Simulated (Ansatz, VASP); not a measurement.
One calculation of Y3Zr2F, two programs

```
Y Zr F
1.0
     5.56140    0.00000    0.00000
    -2.78070    4.81631    0.00000
     0.00000    0.00000    4.06105
Y Zr F
3 2 1
Direct
  0.00000 0.50000 0.50000
  0.50000 0.00000 0.50000
  0.50000 0.50000 0.50000
  0.33333 0.66667 0.00000
  0.66667 0.33333 0.00000
  0.00000 0.00000 0.00000
```

Change from the starting cell: species swapped into the TbGa2Co3 type (P6/mmm, No. 191).

Alike in both runs: task relaxation of cell and atoms; functional PBE; k mesh 6 × 6 × 4; occupations gaussian, width 0.1 eV; no spin polarisation.

|  | VASP | Ansatz |
| --- | --- | --- |
| version | VASP 6.6.1 | Ansatz 0.2.0 |
| potentials or method | VASP PAW PBE potentials, release 64 (Y_sv, Zr_sv, F), cutoff 600 eV | scalar-relativistic, plane waves, PAW |
| valence electrons in the cell | 64 | 64 |

Ansatz gave:

| Item | Value |
| --- | --- |
| gap on the k mesh at the Fermi level, each at its own relaxed structure (eV) | none |
| relaxed volume (Å³/atom) | 32.57 |
| relaxed cell length with the largest relative difference (Å) | 4.747 |

Problem. Which values does VASP return?

Solution. gap on the k mesh at the Fermi level, each at its own relaxed structure (eV): none; relaxed volume (Å³/atom): 30.85; relaxed cell length with the largest relative difference (Å): 5.077.

A gap of «none» marks a metal or a gap that the smearing closes. One of these differences is far larger than is usual between the two programs; its cause wasn't traced.

The k mesh is coarse, so the values compare programs but aren't converged. Noted on VASP's run: the volume moved by over 15 % at a fixed basis, so the end points are rough.
